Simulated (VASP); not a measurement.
TiGe6Mo2: single point with PBE

TiGe6Mo2:

```
Ti Ge Mo
1.0
     0.00000    4.17853    7.09520
     2.37355    0.00000    7.09520
     2.37355    4.17853    0.00000
Ti Ge Mo
1 6 2
Cartesian
  0.0000 0.0000 0.0000
  2.3735 5.5342 7.0952
  2.3735 5.5340 11.8148
  2.3735 5.5340 2.3756
  2.3735 2.8228 7.0952
  2.3735 2.8231 11.8148
  2.3735 2.8231 2.3756
  2.3735 4.1785 4.7215
  2.3735 4.1785 9.4689
```

| Item | Value |
| --- | --- |
| Program | VASP 6.6.1 |
| Task | single point |
| Functional | PBE |
| Potentials or basis | VASP PAW PBE potentials, release 64 (Ti_sv, Ge_d, Mo_sv) |
| Cutoff | 520 eV |
| k mesh | 4 × 4 × 4 |
| Occupations | gaussian, width 0.1 eV |
| Spin | no spin polarisation |
| Dipole correction | no |
| Further INCAR settings | ALGO = Normal; EDIFF = 1e-06; NBANDS = 72 |

```yaml
Pressure: 0.3 GPa
Largest_force: 0.136 eV/Å
Band_gap_on_the_k_mesh: zero (bands 62 and 63 overlap by 0.84 eV)
```

Forces on the atoms (eV/Å):
```
Ti   0.000  0.000  0.000
Ge   0.000 -0.042  0.000
Ge   0.000 -0.022  0.000
Ge   0.000 -0.022  0.000
Ge   0.000  0.042  0.000
Ge   0.000  0.022  0.000
Ge   0.000  0.022  0.000
Mo   0.000  0.000  0.136
Mo   0.000  0.000 -0.136
```

Stress tensor (GPa, compression positive):
```
 0.70  0.00  0.00
 0.00 -0.30  0.00
 0.00  0.00  0.55
```

Levels at points of the mesh, in eV from the Fermi level:
```csv
k point,band 60,band 61,band 62,band 63,band 64,band 65
"(0.00, 0.00, 0.00)",-1.56,-1.18,-0.87,0.89,2.70,2.79
"(0.50, 0.00, 0.00)",-1.30,-0.62,-0.40,0.40,1.37,1.55
"(0.50, 0.50, 0.00)",-1.05,-0.94,-0.89,-0.66,1.25,1.77
"(0.50, 0.00, 0.50)",-0.79,-0.13,-0.11,0.01,0.32,0.98
"(0.00, 0.50, 0.50)",-0.53,-0.03,0.09,0.19,0.27,0.62
```

It took 3.1 min on 1 thread of Intel(R) Xeon(R) 6975P-C (Granite Rapids), with other jobs on the host, peak memory 0.43 GiB.

Caveat: the k points lie up to 0.40 Å⁻¹ apart, too coarse for converged energies and pressures of a metal.
